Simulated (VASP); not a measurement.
# GdO (F-43m) in VASP: settings compared

GdO is run at these levels: PBE+D3(BJ)+U, PBEsol+U; tasks: single point.

Program: VASP 6.6.1. These are calculated values, not measurements. Logs are shortened: lines on timing, memory, paths and dates and some standing lists are left out, and cuts for length are marked.

## 1. The cell of the first run

The structure is cubic, space group F-43m (No. 216). The conventional cell has a = 5.320 Å, b = 5.320 Å, c = 5.320 Å, α = 90.00°, β = 90.00°, γ = 90.00°. Gd (site symmetry -43m) has 4 O at 2.30 Å within 3.0 Å. O (site symmetry -43m) has 4 Gd at 2.30 Å within 3.0 Å.

## 2. Single point, PBE+D3(BJ)+U, collinear spin, ferromagnetic start (18.82 Å³/atom)

The input, INCAR:

```
SYSTEM = GdO
PREC = Accurate ; ENCUT = 520
EDIFF = 1E-6 ; ISMEAR = 0
SIGMA = 0.05 ; LREAL = .False.
LASPH = .True. ; NELM = 150
ALGO = Normal ; ISIF = 2
LWAVE = .False. ; LCHARG = .False.
ISPIN = 2 ; MAGMOM = 7.7 0.02
LORBIT = 11 ; LMAXMIX = 6
LDAU = .True. ; LDAUTYPE = 2
LDAUL = 3 -1 ; LDAUU = 6 0
LDAUJ = 0 0 ; LDAUPRINT = 1
GGA = PE ; IVDW = 12
NBANDS = 23
```

The input, KPOINTS:

```
regular mesh
0
Gamma
  8 8 8
  0 0 0
```

The input, POSCAR:

```
GdO
1.0
    0.0000000000      2.6598378112      2.6598378112
    2.6598378112      0.0000000000      2.6598378112
    2.6598378112      2.6598378112      0.0000000000
Gd O
1 1
Direct
    0.0000000000      0.0000000000      0.0000000000
    0.2500000000      0.2500000000      0.2500000000
```

Potentials or basis: VASP PAW PBE potentials, release 64 (Gd, O).

The run is started by

```bash
cat potpaw_PBE.64/Gd/POTCAR potpaw_PBE.64/O/POTCAR > POTCAR
mpirun -np 1 vasp_std > vasp.out
```

OUTCAR:

```text
SYSTEM = GdO
   PREC = Accurate
   ENCUT = 520
   EDIFF = 1E-6
   ISMEAR = 0
   LREAL = .False.
   LASPH = .True.
   NELM = 150
   ISIF = 2
   ISPIN = 2
   LORBIT = 11
   GGA = PE
   IVDW = 12
 IVDW          = 12

 ion  position               nearest neighbor table
   1  0.000  0.000  0.000-   2 2.30   2 2.30   2 2.30   2 2.30
   2  0.250  0.250  0.250-   1 2.30   1 2.30   1 2.30   1 2.30

  LATTYP: Found a face centered cubic cell.
 ALAT       =     5.3196756224

  Lattice vectors:

 A1 = (   0.0000000000,   2.6598378112,   2.6598378112)
 A2 = (   2.6598378112,   0.0000000000,   2.6598378112)
 A3 = (   2.6598378112,   2.6598378112,   0.0000000000)

Analysis of symmetry for initial positions (statically):
=====================================================================
 Subroutine PRICEL returns:
 Original cell was already a primitive cell.

 Routine SETGRP: Setting up the symmetry group for a
 face centered cubic supercell.

 Subroutine GETGRP returns: Found 24 space group operations
 (whereof 24 operations were pure point group operations)
 out of a pool of 48 trial point group operations.

The static configuration has the point symmetry T_d .

Analysis of symmetry for dynamics (positions and initial velocities):
=====================================================================
 Subroutine PRICEL returns:
 Original cell was already a primitive cell.

 Routine SETGRP: Setting up the symmetry group for a
 face centered cubic supercell.

 Subroutine GETGRP returns: Found 24 space group operations
 (whereof 24 operations were pure point group operations)
 out of a pool of 48 trial point group operations.

The dynamic configuration has the point symmetry T_d .

Analysis of structural, dynamic, and magnetic symmetry:
=====================================================================
 Subroutine PRICEL returns:
 Original cell was already a primitive cell.

 Routine SETGRP: Setting up the symmetry group for a
 face centered cubic supercell.

 Subroutine GETGRP returns: Found 24 space group operations
 (whereof 24 operations were pure point group operations)
 out of a pool of 48 trial point group operations.

The overall configuration has the point symmetry T_d .

 Subroutine INISYM returns: Found 24 space group operations
 (whereof 24 operations are pure point group operations),
 and found     1 'primitive' translations

----------------------------------------------------------------------------------------

                                     Primitive cell

  volume of cell :      37.6353
[... 114 lines left out ...]
 LDA+U is selected, type is set to LDAUTYPE =  2
   angular momentum for each species LDAUL =     3   -1
   U (eV)           for each species LDAUU =   6.0  0.0
   J (eV)           for each species LDAUJ =   0.0  0.0
   GGA     = PE    functional components
   LHFCALC =     F    Hartree Fock is set to
   AEXX    =    0.0000 exact exchange contribution
   IVDW    =    12    specifies the selected vdW correction
   LEPSILON=     F    determine dielectric tensor
   LRPA    =     F    only Hartree local field effects (RPA)
 spin polarized calculation
 Gauss-broadening in eV      SIGMA  =   0.05
  energy-cutoff  :      520.00
  volume of cell :       37.64
 maximum number of plane-waves:      1036
   NGX = 13   NGY = 13   NGZ = 13

atom =   1  type =  1  l = 3

 onsite density matrix

spin component  1

  0.9920  0.0000 -0.0001 -0.0000  0.0000 -0.0000  0.0000
  0.0000  0.9994 -0.0000  0.0000 -0.0000 -0.0000  0.0000
 -0.0001 -0.0000  0.9920  0.0000 -0.0000  0.0000 -0.0000
 -0.0000  0.0000  0.0000  0.9919 -0.0000 -0.0000 -0.0000
  0.0000 -0.0000 -0.0000 -0.0000  0.9920  0.0000  0.0001
 -0.0000 -0.0000  0.0000 -0.0000  0.0000  0.9921 -0.0000
  0.0000  0.0000 -0.0000 -0.0000  0.0001 -0.0000  0.9920

spin component  2

  0.0037  0.0000 -0.0001  0.0000  0.0000  0.0000  0.0000
  0.0000  0.0105 -0.0000 -0.0000  0.0000  0.0000 -0.0000
 -0.0001 -0.0000  0.0038 -0.0000  0.0000  0.0000  0.0000
  0.0000 -0.0000 -0.0000  0.0036 -0.0000  0.0000  0.0000
  0.0000  0.0000  0.0000 -0.0000  0.0038 -0.0000  0.0001
  0.0000  0.0000  0.0000  0.0000 -0.0000  0.0039  0.0000
  0.0000 -0.0000  0.0000  0.0000  0.0001  0.0000  0.0037

 occupancies and eigenvectors

  o =  0.0036  v =  0.0000  0.0000  0.0000  0.0000  0.0000  0.0000  0.0000  0.7906 -0.0000  0.6124 -0.0000  0.0003 -0.0000 -0.0003      0.0000  0.0000  0.0000  0.0000  0.0000  0.0000  0.0000  0.0000  0.0000  0.0000  0.0000  0.0000  0.0000  0.0000
  o =  0.0036  v =  0.0000  0.0000  0.0000  0.0000  0.0000  0.0000  0.0000  0.0003  0.0000  0.0003 -0.0002 -0.6124 -0.0000  0.7906      0.0000  0.0000  0.0000  0.0000  0.0000  0.0000  0.0000  0.0000  0.0000  0.0000  0.0000  0.0000  0.0000  0.0000
  o =  0.0036  v =  0.0000  0.0000  0.0000  0.0000  0.0000  0.0000  0.0000 -0.0000 -0.0000 -0.0000 -1.0000  0.0001  0.0000 -0.0002      0.0000  0.0000  0.0000  0.0000  0.0000  0.0000  0.0000  0.0000  0.0000  0.0000  0.0000  0.0000  0.0000  0.0000
  o =  0.0039  v =  0.0000  0.0000  0.0000  0.0000  0.0000  0.0000  0.0000  0.6124  0.0000 -0.7906  0.0000 -0.0002  0.0001 -0.0002      0.0000  0.0000  0.0000  0.0000  0.0000  0.0000  0.0000  0.0000  0.0000  0.0000  0.0000  0.0000  0.0000  0.0000
  o =  0.0039  v =  0.0000  0.0000  0.0000  0.0000  0.0000  0.0000  0.0000 -0.0002 -0.0000  0.0002  0.0000 -0.7906  0.0001 -0.6124      0.0000  0.0000  0.0000  0.0000  0.0000  0.0000  0.0000  0.0000  0.0000  0.0000  0.0000  0.0000  0.0000  0.0000
  o =  0.0039  v =  0.0000  0.0000  0.0000  0.0000  0.0000  0.0000  0.0000  0.0000  0.0000 -0.0000 -0.0000 -0.0000 -1.0000 -0.0000      0.0000  0.0000  0.0000  0.0000  0.0000  0.0000  0.0000  0.0000  0.0000  0.0000  0.0000  0.0000  0.0000  0.0000
  o =  0.0105  v =  0.0000  0.0000  0.0000  0.0000  0.0000  0.0000  0.0000  0.0000  1.0000  0.0000 -0.0000  0.0000  0.0000 -0.0000      0.0000  0.0000  0.0000  0.0000  0.0000  0.0000  0.0000  0.0000  0.0000  0.0000  0.0000  0.0000  0.0000  0.0000
  o =  0.9919  v =  0.0000 -0.0000 -0.0000  0.9977  0.0419  0.0000 -0.0541  0.0000  0.0000  0.0000  0.0000  0.0000  0.0000  0.0000      0.0000  0.0000  0.0000  0.0000  0.0000  0.0000  0.0000  0.0000  0.0000  0.0000  0.0000  0.0000  0.0000  0.0000
  o =  0.9919  v =  0.0000  0.0000  0.0000  0.0684 -0.6109  0.0000  0.7887  0.0000  0.0000  0.0000  0.0000  0.0000  0.0000  0.0000      0.0000  0.0000  0.0000  0.0000  0.0000  0.0000  0.0000  0.0000  0.0000  0.0000  0.0000  0.0000  0.0000  0.0000
  o =  0.9919  v = -0.7906  0.0000 -0.6124 -0.0000  0.0000 -0.0000  0.0000  0.0000  0.0000  0.0000  0.0000  0.0000  0.0000  0.0000      0.0000  0.0000  0.0000  0.0000  0.0000  0.0000  0.0000  0.0000  0.0000  0.0000  0.0000  0.0000  0.0000  0.0000
  o =  0.9921  v =  0.0000 -0.0000  0.0000  0.0000  0.0176 -0.9998  0.0136  0.0000  0.0000  0.0000  0.0000  0.0000  0.0000  0.0000      0.0000  0.0000  0.0000  0.0000  0.0000  0.0000  0.0000  0.0000  0.0000  0.0000  0.0000  0.0000  0.0000  0.0000
  o =  0.9921  v =  0.0000  0.0000 -0.0000 -0.0000 -0.7904 -0.0222 -0.6122  0.0000  0.0000  0.0000  0.0000  0.0000  0.0000  0.0000      0.0000  0.0000  0.0000  0.0000  0.0000  0.0000  0.0000  0.0000  0.0000  0.0000  0.0000  0.0000  0.0000  0.0000
  o =  0.9921  v = -0.6124 -0.0000  0.7906  0.0000 -0.0000  0.0000 -0.0000  0.0000  0.0000  0.0000  0.0000  0.0000  0.0000  0.0000      0.0000  0.0000  0.0000  0.0000  0.0000  0.0000  0.0000  0.0000  0.0000  0.0000  0.0000  0.0000  0.0000  0.0000
  o =  0.9994  v =  0.0000 -1.0000 -0.0000 -0.0000 -0.0000  0.0000  0.0000  0.0000  0.0000  0.0000  0.0000  0.0000  0.0000  0.0000      0.0000  0.0000  0.0000  0.0000  0.0000  0.0000  0.0000  0.0000  0.0000  0.0000  0.0000  0.0000  0.0000  0.0000

 number of electron      24.0000006 magnetization       7.9414547

 Free energy of the ion-electron system (eV)
  ---------------------------------------------------
  ext. energy  EPLUGINS =         0.00000000
  ---------------------------------------------------
  free energy    TOTEN  =       -21.66874867 eV

  energy without entropy =      -21.66775491  energy(sigma->0) =      -21.66825179

 E-fermi :   4.4051     XC(G=0): -10.2989

 val. band max:        4.3874958428   @ k =   0.3750   0.1250   0.0000
 cond. band min:       4.4080974381   @ k =   0.3750   0.0000   0.0000
 fundamental gap:      0.0206015953
 Fermi energy:         4.4051161585

 spin component 1

 k-point     1 :       0.0000    0.0000    0.0000
  band No.  band energies     occupation
      1     -41.4492      1.00000
      2     -18.6289      1.00000
      3     -18.6289      1.00000
      4     -18.6289      1.00000
      5     -15.2574      1.00000
      6      -4.0218      1.00000
[... 1241 lines left out ...]
     22      13.8805      0.00000
     23      17.5582      0.00000

 [... further k-points ...]

------------------------ aborting loop because EDIFF is reached ----------------------------------------

 Edisp (eV)   -0.57228

 E8    (eV) :    -0.2731

  FORCE on cell =-STRESS in cart. coord.  units (eV):
  Direction    XX          YY          ZZ          XY          YZ          ZX
  --------------------------------------------------------------------------------------
  -------------------------------------------------------------------------------------
  Total       0.53605     0.53605     0.53605    -0.00000    -0.00000     0.00000
  in kB      22.82042    22.82042    22.82042    -0.00000    -0.00000     0.00000
  external pressure =       22.82 kB  Pullay stress =        0.00 kB

 VOLUME and BASIS-vectors are now :
 -----------------------------------------------------------------------------
  energy-cutoff  :      520.00
  volume of cell :       37.64
      direct lattice vectors                 reciprocal lattice vectors
     0.000000000  2.659837811  2.659837811    -0.187981387  0.187981387  0.187981387
     2.659837811  0.000000000  2.659837811     0.187981387 -0.187981387  0.187981387
     2.659837811  2.659837811  0.000000000     0.187981387  0.187981387 -0.187981387

 POSITION                                       TOTAL-FORCE (eV/Angst)
 -----------------------------------------------------------------------------------
      0.00000      0.00000      0.00000        -0.000000     -0.000000      0.000000
      1.32992      1.32992      1.32992         0.000000      0.000000     -0.000000
 -----------------------------------------------------------------------------------
    total drift:                               -0.000000     -0.000000     -0.000000

  FREE ENERGIE OF THE ION-ELECTRON SYSTEM (eV)
  ---------------------------------------------------
  free  energy   TOTEN  =       -22.2410247860 eV

  energy  without entropy=      -22.2400310232  energy(sigma->0) =      -22.24052790

 total charge

# of ion       s       p       d       f       tot
--------------------------------------------------
    1        2.037   5.649   0.536   6.977  15.198
    2        1.570   3.455   0.000   0.000   5.025
--------------------------------------------------
tot          3.606   9.104   0.536   6.977  20.223

 magnetization (x)

# of ion       s       p       d       f       tot
--------------------------------------------------
    1        0.006  -0.054   0.210   6.913   7.075
    2        0.005   0.002   0.000   0.000   0.007
--------------------------------------------------
tot          0.011  -0.052   0.210   6.913   7.082
```

Run time: 44 s. Hardware: 1 thread of AMD EPYC 9R45 (Zen 5), shared host; peak memory 0.19 GiB.

Results:

```yaml
Free_energy: -22.2410 eV
Pressure: 2.3 GPa
Net_moment: 7.94 μB per cell
Site_moments: Gd +7.08; O +0.01 μB
Valence_electrons_inside_the_program's_atomic_spheres: Gd 15.20; O 5.03
Dispersion_energy_per_atom: -0.286 eV
```

Eigenvalues of the final occupation matrices:
```csv
site,spin,trace,eigenvalues
site 1 f,1,6.95,0.99 0.99 0.99 0.99 0.99 0.99 1.00
site 1 f,2,0.03,0.00 0.00 0.00 0.00 0.00 0.00 0.01
```

Caveat: spin-orbit coupling is left out, which moves the levels of the heavy elements; a cell with one magnetic atom can't hold antiferromagnetic order, which such compounds often take. The state reached can hang on the start; a lower one may exist.

## 3. Single point, PBEsol+U, collinear spin, ferromagnetic start (18.92 Å³/atom)

This run uses another cell than the first one, of 18.92 Å³/atom.

The input, INCAR:

```
ALGO = Normal ; EDIFF = 1E-6
ENCUT = 520 ; GGA = PS
ISIF = 2 ; ISMEAR = 0
ISPIN = 2 ; LASPH = True
LCHARG = False ; LDAU = True
LDAUJ = 0 0 ; LDAUL = 3 -1
LDAUPRINT = 1 ; LDAUTYPE = 2
LDAUU = 6 0 ; LMAXMIX = 6
LORBIT = 11 ; LREAL = False
LWAVE = False ; MAGMOM = 7.7 0.01
NBANDS = 23 ; NELM = 150
PREC = Accurate ; SIGMA = 0.05
```

The input, KPOINTS:

```
k-points
0
Gamma
  8 8 8
```

The input, POSCAR:

```
GdO
1.0
    0.0000000000      2.6647326159      2.6647326159
    2.6647326159      0.0000000000      2.6647326159
    2.6647326159      2.6647326159      0.0000000000
Gd O
1 1
Direct
    0.0000000000      0.0000000000      0.0000000000
    0.2500000000      0.2500000000      0.2500000000
```

Potentials or basis: VASP PAW PBE potentials, release 64 (Gd, O).

The run is started by

```bash
cat potpaw_PBE.64/Gd/POTCAR potpaw_PBE.64/O/POTCAR > POTCAR
mpirun -np 1 vasp_std > vasp.out
```

OUTCAR:

```text
EDIFF = 1E-6
   ENCUT = 520
   GGA = PS
   ISIF = 2
   ISMEAR = 0
   ISPIN = 2
   LASPH = True
   LORBIT = 11
   LREAL = False
   NELM = 150
   PREC = Accurate

 ion  position               nearest neighbor table
   1  0.000  0.000  0.000-   2 2.31   2 2.31   2 2.31   2 2.31
   2  0.250  0.250  0.250-   1 2.31   1 2.31   1 2.31   1 2.31

  LATTYP: Found a face centered cubic cell.
 ALAT       =     5.3294652318

  Lattice vectors:

 A1 = (   0.0000000000,   2.6647326159,   2.6647326159)
 A2 = (   2.6647326159,   0.0000000000,   2.6647326159)
 A3 = (   2.6647326159,   2.6647326159,   0.0000000000)

Analysis of symmetry for initial positions (statically):
=====================================================================
 Subroutine PRICEL returns:
 Original cell was already a primitive cell.

 Routine SETGRP: Setting up the symmetry group for a
 face centered cubic supercell.

[... 241 lines left out ...]
      6      -4.1487      1.00000
[... 1241 lines left out ...]
     22      13.6304      0.00000
     23      17.2761      0.00000

 [... further k-points ...]

------------------------ aborting loop because EDIFF is reached ----------------------------------------

  FORCE on cell =-STRESS in cart. coord.  units (eV):
  Direction    XX          YY          ZZ          XY          YZ          ZX
  --------------------------------------------------------------------------------------
  -------------------------------------------------------------------------------------
  Total        0.0290913      0.0290913      0.0290913      0.0000000      0.0000000     -0.0000000
  in kB        1.2316358      1.2316358      1.2316358      0.0000000      0.0000000     -0.0000000
  external PRESSURE =       1.2316358 kB  Pullay stress =       0.0000000 kB

 VOLUME and BASIS-vectors are now :
 -----------------------------------------------------------------------------
  energy-cutoff  :      520.00
  volume of cell :       37.84
      direct lattice vectors                 reciprocal lattice vectors
     0.000000000  2.664732616  2.664732616    -0.187636087  0.187636087  0.187636087
     2.664732616  0.000000000  2.664732616     0.187636087 -0.187636087  0.187636087
     2.664732616  2.664732616  0.000000000     0.187636087  0.187636087 -0.187636087

 POSITION                                       TOTAL-FORCE (eV/Angst)
 -----------------------------------------------------------------------------------
      0.00000      0.00000      0.00000         0.000000      0.000000     -0.000000
      1.33237      1.33237      1.33237        -0.000000     -0.000000      0.000000
 -----------------------------------------------------------------------------------
    total drift:                               -0.000000     -0.000000     -0.000000

  FREE ENERGIE OF THE ION-ELECTRON SYSTEM (eV)
  ---------------------------------------------------
  free  energy   TOTEN  =       -22.3340469949 eV

  energy  without entropy=      -22.3330838578  energy(sigma->0) =      -22.33356543

 total charge

# of ion       s       p       d       f       tot
--------------------------------------------------
    1        2.034   5.628   0.539   6.975  15.176
    2        1.565   3.433   0.000   0.000   4.997
--------------------------------------------------
tot          3.599   9.061   0.539   6.975  20.174

 magnetization (x)

# of ion       s       p       d       f       tot
--------------------------------------------------
    1        0.008  -0.045   0.213   6.911   7.087
    2        0.005  -0.007   0.000   0.000  -0.003
--------------------------------------------------
tot          0.012  -0.052   0.213   6.911   7.085
```

Run time: 44 s. Hardware: 1 thread of AMD EPYC 9R45 (Zen 5), shared host; peak memory 0.17 GiB.

Results:

```
Free energy                                           : -22.3340 eV
Pressure                                              : 0.1 GPa
Net moment                                            : 7.94 μB per cell
Site moments                                          : Gd +7.09; O -0.00 μB
Valence electrons inside the program's atomic spheres : Gd 15.18; O 5.00
```

Levels at points of the mesh, in eV from the Fermi level:
Spin up:
| k point | band 14 | band 15 | band 16 | band 17 | band 18 | band 19 |
| --- | --- | --- | --- | --- | --- | --- |
| (0.00, 0.00, 0.00) | -5.86 | -5.86 | -2.50 | 2.40 | 2.40 | 4.46 |
| (0.50, 0.00, 0.00) | -5.43 | -5.43 | 0.03 | 2.29 | 2.29 | 2.79 |
| (0.50, 0.50, 0.00) | -4.62 | -4.62 | -1.07 | 0.83 | 4.06 | 4.56 |
Spin down:
| k point | band 4 | band 5 | band 6 | band 7 | band 8 | band 9 | band 10 | band 11 | band 12 | band 13 |
| --- | --- | --- | --- | --- | --- | --- | --- | --- | --- | --- |
| (0.00, 0.00, 0.00) | -20.62 | -19.42 | -5.72 | -5.72 | -5.72 | -1.10 | 2.78 | 2.78 | 2.78 | 3.10 |
| (0.50, 0.00, 0.00) | -20.74 | -18.07 | -5.29 | -5.29 | -5.19 | 1.37 | 2.41 | 2.65 | 2.65 | 3.02 |
| (0.50, 0.50, 0.00) | -20.91 | -17.69 | -6.26 | -4.50 | -4.50 | 0.88 | 1.36 | 2.84 | 2.91 | 2.91 |

Eigenvalues of the final occupation matrices:
```csv
site,spin,trace,eigenvalues
site 1 f,1,6.95,0.99 0.99 0.99 0.99 0.99 0.99 1.00
site 1 f,2,0.03,0.00 0.00 0.00 0.00 0.00 0.00 0.01
```

Caveat: the PAW data sets were made with another functional, which shifts forces and pressure a little; spin-orbit coupling is left out, which moves the levels of the heavy elements; a cell with one magnetic atom can't hold antiferromagnetic order, which such compounds often take. The state reached can hang on the start; a lower one may exist.
